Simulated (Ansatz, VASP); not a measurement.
## One calculation of HfO2, two programs

```
Hf O
1.0
     0.00000   -2.54892   -2.54892
     0.00000    2.54892   -2.54892
     5.09784    0.00000    0.00000
Hf O
2 4
Direct
  0.52056 0.47944 0.50000
  0.97944 0.02056 0.00000
  0.00015 0.50015 0.75000
  0.49985 0.99985 0.25000
  0.00015 0.50015 0.25000
  0.49985 0.99985 0.75000
```

Change from the starting cell: mode 1 frozen in at +0.000 Å and mode 5 at -0.105 Å (largest displacements).

Alike in both runs: task single point; functional PBE; k mesh 6 × 6 × 6; occupations gaussian, width 0.05 eV; no spin polarisation.

|  | VASP | Ansatz |
| --- | --- | --- |
| version | VASP 6.6.1 | Ansatz 0.2.0 |
| potentials or method | VASP PAW PBE potentials, release 64 (Hf_pv, O), cutoff 520 eV | scalar-relativistic, plane waves, PAW |
| valence electrons in the cell | 44 | 76 |

```tsv
	VASP	Ansatz	Ansatz less VASP
gap on the k mesh at the Fermi level (eV)	3.75	3.75	0.000
least direct gap on the mesh (eV)	3.75	3.75	0.000
pressure (GPa)	-2.4	1.2	+3.63
traceless stress, the component that is largest in VASP (GPa)	-0.44	-0.42	+0.019
rms of the force components (eV/Å)	0.191	0.204	+0.0129
```

Atom by atom the forces differ by 0.026 eV/Å (rms over components). VASP's potentials hold 44 valence electrons a cell and Ansatz's 76, so a difference there can come from the potentials and not from the codes.

Neither program's run includes spin-orbit coupling.
